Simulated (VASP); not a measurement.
Wanted: the native input for a VASP 6.6.1 run.

```
Task                   : single point
Functional             : r2SCAN
Potentials or basis    : VASP PAW PBE potentials, release 64 (In_d, Pd)
Cutoff                 : 520 eV
k mesh                 : 6 × 6 × 6
Occupations            : fermi-dirac, width 0.1 eV
Spin                   : no spin polarisation
Dipole correction      : no
Further INCAR settings : ALGO = Normal; EDIFF = 1e-06; NBANDS = 18
```

Crystal: InPd.

```xyz
2
Lattice="3.2693 0.0000 0.0000 0.0000 3.2693 0.0000 0.0000 0.0000 3.2693" Properties=species:S:1:pos:R:3 pbc="T T T"
In    0.0000    0.0000    0.0000
Pd    1.6347    1.6347    1.6347
```

The input as run:

POSCAR

```
InPd
1.0
    3.2693381017      0.0000000000      0.0000000000
    0.0000000000      3.2693381017      0.0000000000
    0.0000000000      0.0000000000      3.2693381017
In Pd
1 1
Direct
    0.0000000000      0.0000000000      0.0000000000
    0.5000000000      0.5000000000      0.5000000000
```

INCAR.step1

```
PREC     = Accurate       # precision mode
ENCUT    = 520            # plane-wave cutoff, eV
ISMEAR   = -1             # smearing method
SIGMA    = 0.1            # smearing width, eV
LREAL    = F              # projectors in reciprocal space
LASPH    = T              # aspherical terms in the spheres
NELM     = 80             # most SCF steps
NBANDS   = 18             # bands
GGA      = PE             # functional
ALGO     = Normal         # electronic algorithm
EDIFF    = 1E-4           # SCF threshold, eV
LWAVE    = T              # write WAVECAR
LCHARG   = F              # write CHGCAR
```

INCAR.step2

```
PREC     = Accurate       # precision mode
ENCUT    = 520            # plane-wave cutoff, eV
EDIFF    = 1E-6           # SCF threshold, eV
ISMEAR   = -1             # smearing method
SIGMA    = 0.1            # smearing width, eV
LREAL    = F              # projectors in reciprocal space
LASPH    = T              # aspherical terms in the spheres
NELM     = 80             # most SCF steps
ALGO     = Normal         # electronic algorithm
ISIF     = 2              # what is computed and relaxed
LWAVE    = F              # write WAVECAR
LCHARG   = F              # write CHGCAR
METAGGA  = R2SCAN         # meta-GGA
LMIXTAU  = T            
NBANDS   = 18             # bands
ISTART   = 1
```

KPOINTS

```
regular mesh
0
Gamma
  6 6 6
```

Potentials or basis: VASP PAW PBE potentials, release 64 (In_d, Pd).

Command:

```sh
$ cat potpaw_PBE.64/In_d/POTCAR potpaw_PBE.64/Pd/POTCAR > POTCAR
$ cp INCAR.step1 INCAR
$ mpirun -np 1 vasp_std > vasp.out
$ cp INCAR.step2 INCAR
$ mpirun -np 1 vasp_std > vasp.out
```

It gave:

The pressure is 0.5 GPa.

Caveat: the PAW data sets were made with another functional, which shifts forces and pressure a little.

It took 23 s on 1 thread of Intel(R) Xeon(R) Platinum 8488C (Sapphire Rapids), on a shared host, peak memory 0.15 GiB.
